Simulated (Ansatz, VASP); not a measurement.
Two plane-wave programs on BN

```
B N
1.0
     0.00000    1.78994    1.78994
     1.78994    0.00000    1.78994
     1.78994    1.78994    0.00000
B N
1 1
Direct
  0.00000 0.00000 0.00000
  0.25000 0.25000 0.25000
```

Alike in both runs: functional LDA; k mesh 12 × 12 × 12; occupations gaussian, width 0.02 eV; no spin polarisation.

Ansatz relaxed the structure, and its values are those at the end. VASP's run is a single point on that final structure, the one shown.

```csv
,VASP,Ansatz
version,VASP 6.6.1,Ansatz 0.2.0
potentials or method,"VASP PAW LDA potentials, release 64 (B, N), cutoff 600 eV","scalar-relativistic, plane waves, PAW"
valence electrons in the cell,8,8
```

Ansatz gave:

- gap on the k mesh at the Fermi level (eV): 4.39
- least direct gap on the mesh (eV): 8.83
- pressure (GPa): 0.0

**Question.** Estimate VASP's values.

**Answer.** gap on the k mesh at the Fermi level (eV): 4.38; least direct gap on the mesh (eV): 8.82; pressure (GPa): 1.0.

Ansatz warns that its potentials were made for another functional, while VASP's fit it. LDA's correlation is that of Perdew and Zunger in VASP and of Perdew and Wang (1992) in Ansatz.
